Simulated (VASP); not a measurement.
A run of VASP 6.6.1 is set up as follows.

Contents of INCAR:

```
  ALGO = Normal
  EDIFF = 1E-7
  EDIFFG = -0.04
  ENCUT = 600
  GGA = PE
  GGA_COMPAT = False
  IBRION = 2
  ISIF = 3
  ISMEAR = 0
  LASPH = True
  LCHARG = False
  LMAXMIX = 6
  LREAL = False
  LWAVE = False
  NELM = 200
  NELMIN = 4
  NSW = 90
  PREC = Accurate
  SIGMA = 0.1
```

KPOINTS

```
k-points
0
Gamma
  6 6 6
```

File POSCAR:

```
Tb2N
1.0
   -1.8187703500      1.8187703500      4.4311417000
    1.8187703500     -1.8187703500      4.4311417000
    1.8187703500      1.8187703500     -4.4311417000
Tb N
2 1
Direct
    0.6646264200      0.6646264200      0.0000000000
    0.3353735800      0.3353735800      0.0000000000
    0.0000000000      0.0000000000      0.0000000000
```

Potentials or basis: VASP PAW PBE potentials, release 64 (Tb_3, N), 4f in core.

Run with:

```console
$ cat potpaw_PBE.64/Tb_3/POTCAR potpaw_PBE.64/N/POTCAR > POTCAR
$ mpirun -np 1 vasp_std > vasp.out
```

Task: Predict the space group after relaxing (to 0.1 Å).

Result: I4/mmm (No. 139).

Task: Predict the band gap on the k mesh.

Result: Zero (an odd number of electrons rules out a gap without spin polarisation).

Task: Predict the relaxed cell.

Result: a = 6.299 Å, b = 6.299 Å, c = 6.299 Å, α = 151.23°, β = 151.23°, γ = 41.13°.

Task: Estimate the relaxed volume.

Result: 19.26 Å³/atom.

The path:
```tsv
step	energy change (eV)	largest force (eV/Å)	pressure (GPa)	volume (Å³)
1	0.0000	1.8878	-2.85	58.63
2	-0.3695	1.4737	-0.36	55.72
3	-0.3592	2.8774	14.35	49.98
4	-0.5509	0.6225	2.52	53.63
5	-0.5817	0.2222	5.73	52.25
6	-0.7261	0.4576	7.28	51.99
7	-1.0171	2.7395	13.15	51.04
8	-1.2308	2.4833	12.91	51.45
9	-1.8687	2.1166	11.43	52.51
10	-2.4015	2.3535	10.08	53.96
11	-2.3932	2.3653	10.16	54.04
12	-2.5436	1.6411	6.31	55.31
13	-2.6777	0.1572	-1.02	58.49
14	-2.6779	0.1974	-0.83	58.38
15	-2.6778	0.2322	-0.66	58.30
16	-2.6803	0.1704	-0.43	58.12
17	-2.6823	0.0487	0.02	57.76
18	-2.6823	0.0450	0.08	57.75
19	-2.6824	0.0306	-0.01	57.77
```

Caveat: a cell axis changed by over 15 % at a fixed basis, so the end point is rough; spin-orbit coupling is left out, which moves the levels of the heavy elements; the 4f electrons are frozen in the core, so they carry no moment and show no levels; the run has no spin polarisation, though such a crystal can be magnetic. With open d or f shells a metallic result of PBE can be an artefact of self-interaction; +U or a hybrid may open a gap.
